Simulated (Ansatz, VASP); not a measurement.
Two plane-wave programs on Be2F

The input INCAR:

```
SYSTEM = Be2F
PREC = Accurate ; ENCUT = 600
EDIFF = 1E-6 ; ISMEAR = 0
SIGMA = 0.1 ; LREAL = .False.
LASPH = .True. ; NELM = 60
ALGO = Normal ; ISIF = 3
LWAVE = .False. ; LCHARG = .False.
GGA = PE ; IBRION = 2
NSW = 100 ; EDIFFG = -0.01
```

The input KPOINTS:

```
regular mesh
0
Gamma
  12 12 6
  0 0 0
```

Contents of POSCAR:

```
Be2F
1.0
    3.4014007531      0.0000000000      0.0000000000
    0.0000000000      3.4014007531      0.0000000000
    0.0000000000      0.0000000000      5.9963361653
Be F
4 2
Direct
    0.7731839898      0.2731839898      0.8875914421
    0.7268160102      0.7731839898      0.1124085579
    0.2731839898      0.2268160102      0.1124085579
    0.2268160102      0.7268160102      0.8875914421
    0.5000000000      0.0000000000      0.3083825866
    0.0000000000      0.5000000000      0.6916174134
```

Input for Ansatz:

```yaml
crystal:
  lattice:
    - [3.4014007531, 0.0, 0.0]
    - [0.0, 3.4014007531, 0.0]
    - [0.0, 0.0, 5.9963361653]
  atoms:
    - { symbol: Be, position: [0.7731839898, 0.2731839898, 0.8875914421] }
    - { symbol: Be, position: [0.7268160102, 0.7731839898, 0.1124085579] }
    - { symbol: Be, position: [0.2731839898, 0.2268160102, 0.1124085579] }
    - { symbol: Be, position: [0.2268160102, 0.7268160102, 0.8875914421] }
    - { symbol: F, position: [0.5, 0.0, 0.3083825866] }
    - { symbol: F, position: [0.0, 0.5, 0.6916174134] }
basis:
  ecutwfc: 420
kpoints:
  mp_grid: { grid: [12, 12, 6] }
hamiltonian:
  xc: pbe
scf:
  occupations: { method: gaussian, width: 0.1 }
output:
  forces: true
  stress: true
  eigenvalues: true
relax:
  adjacent_minimum: "off"
  f_tol: 0.01
  max_steps: 80
  cell: { stress_tol: 0.05 }
```

Alike in both runs: task relaxation of cell and atoms; functional PBE; k mesh 12 × 12 × 6; occupations gaussian, width 0.1 eV; no spin polarisation.

```csv
,VASP,Ansatz
version,VASP 6.6.1,Ansatz 0.2.0
potentials or method,"VASP PAW PBE potentials, release 64 (Be, F), cutoff 600 eV","scalar-relativistic, plane waves, PAW"
valence electrons in the cell,22,22
```

|  | VASP | Ansatz | Ansatz less VASP |
| --- | --- | --- | --- |
| gap on the k mesh at the Fermi level, each at its own relaxed structure (eV) | none | none | - |
| relaxed volume (Å³/atom) | 11.54 | 11.69 | +0.147 |
| relaxed cell length with the largest relative difference (Å) | 5.997 | 6.055 | +0.0584 |

A gap of «none» marks a metal or a gap that the smearing closes.
